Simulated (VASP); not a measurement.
# Ta16N in VASP: notebook

The runs below take Ta16N through single point, with PBE.

All numbers are computed with VASP 6.6.1; they aren't measurements. Logs are shortened: lines on timing, memory, paths and dates and some standing lists are left out, and cuts for length are marked.

**1. The cell of the first run**

The cell holds a slab with vacuum, 17 atoms: a = 6.638 Å, b = 6.638 Å, c = 20.300 Å, α = 90.00°, β = 90.00°, γ = 90.00°.

**2. Single point, PBE**

The input, INCAR:

```
SYSTEM = Ta16N
PREC     = Accurate       ! precision mode
ENCUT    = 520            ! plane-wave cutoff, eV
EDIFF    = 1E-7           ! SCF threshold, eV
ISMEAR   = 0              ! smearing method
SIGMA    = 0.1            ! smearing width, eV
LREAL    = Auto         
LASPH    = .True.         ! aspherical terms in the spheres
NELM     = 100            ! most SCF steps
ALGO     = Normal         ! electronic algorithm
ISIF     = 2              ! what is computed and relaxed
LWAVE    = .False.        ! write WAVECAR
LCHARG   = .True.         ! write CHGCAR
LDIPOL   = .True.       
IDIPOL   = 3            
DIPOL    = 0.5 0.5 0.328
GGA      = PE             ! functional
LELF     = .True.         ! ELF
LVHAR    = .True.       
LVACPOTAV= .True.       
NBANDS   = 104            ! bands
```

The input, KPOINTS:

```
Automatic mesh
0
Gamma
  4 4 1
  0 0 0
```

The input, POSCAR:

```
Ta16N
1.0
    6.6379342675      0.0000000000      0.0000000000
    0.0000000000      6.6379342675      0.0000000000
    0.0000000000      0.0000000000     20.2996559605
Ta N
16 1
Direct
    0.2500000000      0.2500000000      0.1970476745
    0.2500000000      0.7500000000      0.1970476745
    0.7500000000      0.2500000000      0.1970476745
    0.7500000000      0.7500000000      0.1970476745
    0.0000000000      0.0000000000      0.2787970189
    0.0000000000      0.5000000000      0.2787970189
    0.5000000000      0.0000000000      0.2787970189
    0.5000000000      0.5000000000      0.2787970189
    0.2500000000      0.2500000000      0.3599139072
    0.2500000000      0.7500000000      0.3599139072
    0.7500000000      0.2500000000      0.3599139072
    0.7500000000      0.7500000000      0.3599139072
    0.0000000000      0.0000000000      0.4334879358
    0.0000000000      0.5000000000      0.4334879358
    0.5000000000      0.0000000000      0.4334879358
    0.5000000000      0.5000000000      0.4334879358
    0.1250000000      0.1250000000      0.5000201809
```

Potentials or basis: VASP PAW PBE potentials, release 64 (Ta_pv, N).

Started as:

```
$ cat potpaw_PBE.64/Ta_pv/POTCAR potpaw_PBE.64/N/POTCAR > POTCAR
$ mpirun -np 1 vasp_std > vasp.out
```

OUTCAR:

```text
SYSTEM = Ta16N
   PREC = Accurate
   ENCUT = 520
   EDIFF = 1E-7
   ISMEAR = 0
   LREAL = Auto
   LASPH = .True.
   NELM = 100
   ISIF = 2
   GGA = PE

 ion  position               nearest neighbor table
   1  0.250  0.250  0.197-   5 2.87   6 2.87   7 2.87   8 2.87   9 3.31   3 3.32   2 3.32   2 3.32
                             3 3.32
   2  0.250  0.750  0.197-   5 2.87   6 2.87   7 2.87   8 2.87  10 3.31   4 3.32   1 3.32   1 3.32
                             4 3.32
   3  0.750  0.250  0.197-   5 2.87   6 2.87   7 2.87   8 2.87  11 3.31   4 3.32   1 3.32   4 3.32
                             1 3.32
   4  0.750  0.750  0.197-   5 2.87   6 2.87   7 2.87   8 2.87  12 3.31   3 3.32   2 3.32   3 3.32
                             2 3.32
   5  0.000  0.000  0.279-   9 2.87  10 2.87  11 2.87  12 2.87   1 2.87   2 2.87   3 2.87   4 2.87
                            13 3.14   7 3.32   6 3.32   6 3.32   7 3.32
   6  0.000  0.500  0.279-   9 2.87  10 2.87  11 2.87  12 2.87   1 2.87   2 2.87   3 2.87   4 2.87
                            14 3.14   8 3.32   5 3.32   5 3.32   8 3.32
   7  0.500  0.000  0.279-   9 2.87  10 2.87  11 2.87  12 2.87   1 2.87   2 2.87   3 2.87   4 2.87
                            15 3.14   8 3.32   5 3.32   8 3.32   5 3.32
   8  0.500  0.500  0.279-   9 2.87  10 2.87  11 2.87  12 2.87   1 2.87   2 2.87   3 2.87   4 2.87
                            16 3.14   7 3.32   6 3.32   7 3.32   6 3.32
   9  0.250  0.250  0.360-  13 2.78  14 2.78  15 2.78  16 2.78   5 2.87   6 2.87   7 2.87   8 2.87
                             1 3.31  10 3.32  11 3.32  10 3.32  11 3.32
  10  0.250  0.750  0.360-  13 2.78  14 2.78  15 2.78  16 2.78   5 2.87   6 2.87   7 2.87   8 2.87
                             2 3.31   9 3.32  12 3.32   9 3.32  12 3.32
  11  0.750  0.250  0.360-  13 2.78  14 2.78  15 2.78  16 2.78   5 2.87   6 2.87   7 2.87   8 2.87
                             3 3.31   9 3.32  12 3.32  12 3.32   9 3.32
  12  0.750  0.750  0.360-  13 2.78  14 2.78  15 2.78  16 2.78   5 2.87   6 2.87   7 2.87   8 2.87
                             4 3.31  10 3.32  11 3.32  11 3.32  10 3.32
  13  0.000  0.000  0.433-  17 1.79  10 2.78  11 2.78  12 2.78   9 2.78   5 3.14  15 3.32  14 3.32
                            14 3.32  15 3.32
  14  0.000  0.500  0.433-   9 2.78  10 2.78  11 2.78  12 2.78   6 3.14  13 3.32  16 3.32  13 3.32
                            16 3.32
  15  0.500  0.000  0.433-   9 2.78  10 2.78  11 2.78  12 2.78   7 3.14  13 3.32  16 3.32  16 3.32
                            13 3.32
  16  0.500  0.500  0.433-   9 2.78  10 2.78  11 2.78  12 2.78   8 3.14  14 3.32  15 3.32  15 3.32
                            14 3.32
  17  0.125  0.125  0.500-  13 1.79

  LATTYP: Found a simple tetragonal cell.
 ALAT       =     6.6379342675
 C/A-ratio  =     3.0581284994

  Lattice vectors:

 A1 = (   6.6379342675,   0.0000000000,   0.0000000000)
 A2 = (   0.0000000000,   6.6379342675,   0.0000000000)
 A3 = (   0.0000000000,   0.0000000000,  20.2996559605)

Analysis of symmetry for initial positions (statically):
=====================================================================
[... 158 lines left out ...]
  Fermi-wavevector in a.u.,A,eV,Ry     =   0.961132  1.816275 12.568706  0.923774
  Thomas-Fermi vector in A             =   2.090477
   LORBIT       =      0    0 simple, 1 ext, 2 COOP (PROOUT), +10 PAW based schemes
   GGA     = PE    functional components
   LHFCALC =     F    Hartree Fock is set to
   AEXX    =    0.0000 exact exchange contribution
   IVDW    =     0    specifies the selected vdW correction
   LEPSILON=     F    determine dielectric tensor
   LRPA    =     F    only Hartree local field effects (RPA)
 non-spin polarized calculation
 Gauss-broadening in eV      SIGMA  =   0.10
  energy-cutoff  :      520.00
  volume of cell :      894.45
 maximum number of plane-waves:     24163
 NGX is ok and might be reduce to    50
   NGX = 25   NGY = 25   NGZ = 75

 dipolmoment           0.000000      0.000000     -2.327701 electrons x Angstroem

 number of electron     180.9999958 magnetization

 dipolmoment           0.000000      0.000000      0.096637 electrons x Angstroem

 Free energy of the ion-electron system (eV)
  ---------------------------------------------------
  ext. energy  EPLUGINS =         0.00000000
  ---------------------------------------------------
  free energy    TOTEN  =      -182.23882141 eV

  energy without entropy =     -182.16689069  energy(sigma->0) =     -182.20285605

 E-fermi :  -0.6816     XC(G=0):  -5.2974

 val. band max:       -0.6974319917   @ k =   0.0000   0.0000   0.0000
 cond. band min:      -0.6565231202   @ k =   0.2500   0.0000   0.0000
 fundamental gap:      0.0409088715
 Fermi energy:        -0.6816163347

 k-point     1 :       0.0000    0.0000    0.0000
  band No.  band energies     occupation
      1     -35.7245      2.00000
      2     -35.7111      2.00000
      3     -35.7060      2.00000
      4     -35.6878      2.00000
      5     -35.6850      2.00000
      6     -35.6791      2.00000
[... 724 lines left out ...]
    101      -0.2180      0.00000
    102      -0.1203      0.00000
 [bands above 102 left out]

------------------------ aborting loop because EDIFF is reached ----------------------------------------

  FORCE on cell =-STRESS in cart. coord.  units (eV):
  Direction    XX          YY          ZZ          XY          YZ          ZX
  --------------------------------------------------------------------------------------
  -------------------------------------------------------------------------------------
  Total      -16.0738485    -16.0738485     -3.0510553      1.4356781      2.1032504      2.1032564
  in kB      -28.7922682    -28.7922682     -5.4652003      2.5716572      3.7674457      3.7674564
  external PRESSURE =     -21.0165789 kB  Pullay stress =       0.0000000 kB

 VOLUME and BASIS-vectors are now :
 -----------------------------------------------------------------------------
  energy-cutoff  :      520.00
  volume of cell :      894.45
      direct lattice vectors                 reciprocal lattice vectors
     6.637934268  0.000000000  0.000000000     0.150649277  0.000000000  0.000000000
     0.000000000  6.637934268  0.000000000     0.000000000  0.150649277  0.000000000
     0.000000000  0.000000000 20.299655961     0.000000000  0.000000000  0.049261919

 POSITION                                       TOTAL-FORCE (eV/Angst)
 -----------------------------------------------------------------------------------
      1.65948      1.65948      4.00000        -0.007248     -0.007248      0.990160
      1.65948      4.97845      4.00000        -0.003491      0.064020      0.883276
      4.97845      1.65948      4.00000         0.064020     -0.003491      0.883276
      4.97845      4.97845      4.00000         0.121295      0.121295      0.836947
      0.00000      0.00000      5.65948         0.096020      0.096020     -1.393966
      0.00000      3.31897      5.65948         0.064131     -0.014202     -0.742918
[... 9 lines left out ...]
      3.31897      3.31897      8.79966         0.194452      0.194452     -0.467103
      0.82974      0.82974     10.15024         1.921170      1.921170      0.197011
 -----------------------------------------------------------------------------------
    total drift:                                0.000829      0.000829      0.006211

  FREE ENERGIE OF THE ION-ELECTRON SYSTEM (eV)
  ---------------------------------------------------
  free  energy   TOTEN  =      -182.2388214112 eV

  energy  without entropy=     -182.1668906888  energy(sigma->0) =     -182.20285605

 vacuum level on the upper side and lower side of the slab         3.728         3.331
```

Run time: 29 min. Hardware: 1 thread of Intel Xeon Platinum 8488C (Sapphire Rapids), shared host; peak memory 1 GiB.

Results:

| Item | Value |
| --- | --- |
| Free energy | -182.2388 eV |
| Largest force | 2.724 eV/Å |
| Band gap on the k mesh | zero (an odd number of electrons rules out a gap without spin polarisation) |

Forces in eV/Å, atoms in the order of the input:
```
Ta  -0.007 -0.007  0.990
Ta  -0.003  0.064  0.883
Ta   0.064 -0.003  0.883
Ta   0.121  0.121  0.837
Ta   0.096  0.096 -1.394
Ta   0.064 -0.014 -0.743
Ta  -0.014  0.064 -0.743
Ta  -0.091 -0.091 -0.815
Ta   0.174  0.174 -0.474
Ta   0.400 -0.481 -0.540
Ta  -0.481  0.400 -0.540
Ta  -0.444 -0.444 -0.073
Ta  -1.582 -1.582  0.692
Ta   0.194 -0.607  0.653
Ta  -0.607  0.194  0.653
Ta   0.194  0.194 -0.467
N    1.921  1.921  0.197
```

Caveat: spin-orbit coupling is left out, which moves the levels of the heavy elements.

**3. Single point, PBE**

The input, INCAR:

```
PREC = Accurate ; ENCUT = 520
EDIFF = 1E-7 ; ISMEAR = 0
SIGMA = 0.1 ; LREAL = Auto
LASPH = T ; NELM = 60
ALGO = Normal ; ISIF = 2
LWAVE = F ; LCHARG = F
LDIPOL = T ; IDIPOL = 3
DIPOL = 0.5 0.5 0.329 ; GGA = PE
NBANDS = 104
```

The input, KPOINTS:

```
Automatic mesh
0
Gamma
  4 4 1
```

Changes to POSCAR since step 2:

```diff
@@ -24,2 +24,2 @@
     0.5000000000      0.5000000000      0.4334879358
-    0.1250000000      0.1250000000      0.5000201809
+    0.0625000000      0.0625000000      0.5166089760
```

Potentials or basis: VASP PAW PBE potentials, release 64 (Ta_pv, N).

Started as:

```
$ cat potpaw_PBE.64/Ta_pv/POTCAR potpaw_PBE.64/N/POTCAR > POTCAR
$ mpirun -np 1 vasp_std > vasp.out
```

Run time: 26 min. Hardware: 1 thread of Intel Xeon Platinum 8488C (Sapphire Rapids), shared host; peak memory 1 GiB.

It converged, with:

- Free energy: -181.4513 eV
- Largest force: 2.168 eV/Å
- Band gap on the k mesh: zero (an odd number of electrons rules out a gap without spin polarisation)

Forces in eV/Å, atoms in the order of the input:
```
Ta  -0.043 -0.043  0.926
Ta  -0.004  0.055  0.868
Ta   0.055 -0.004  0.868
Ta   0.053  0.053  0.846
Ta   0.028  0.028 -1.444
Ta   0.031  0.009 -0.758
Ta   0.009  0.031 -0.758
Ta  -0.019 -0.019 -0.742
Ta   0.484  0.484 -0.814
Ta   0.589 -0.556 -0.657
Ta  -0.556  0.589 -0.657
Ta  -0.579 -0.579 -0.366
Ta  -0.367 -0.367  2.105
Ta   0.174 -0.315  0.407
Ta  -0.315  0.174  0.407
Ta   0.032  0.032 -0.507
N    0.426  0.426  0.275
```

Levels at points of the mesh, in eV from the Fermi level:
| k point | band 86 | band 87 | band 88 | band 89 | band 90 | band 91 | band 92 | band 93 | band 94 | band 95 |
| --- | --- | --- | --- | --- | --- | --- | --- | --- | --- | --- |
| (0.00, 0.00, 0.00) | -0.09 | 0.03 | 0.09 | 0.15 | 0.16 | 0.22 | 0.27 | 0.36 | 0.36 | 0.44 |
| (0.50, 0.00, 0.00) | -0.59 | -0.57 | -0.46 | -0.31 | -0.28 | -0.16 | -0.01 | 0.27 | 0.27 | 0.28 |
| (0.50, 0.50, 0.00) | -1.02 | -1.01 | -0.86 | -0.76 | -0.70 | -0.54 | -0.26 | -0.09 | -0.08 | -0.03 |

Caveat: spin-orbit coupling is left out, which moves the levels of the heavy elements.

The gap in the log of VASP goes by the Fermi energy; the results here count the filled bands.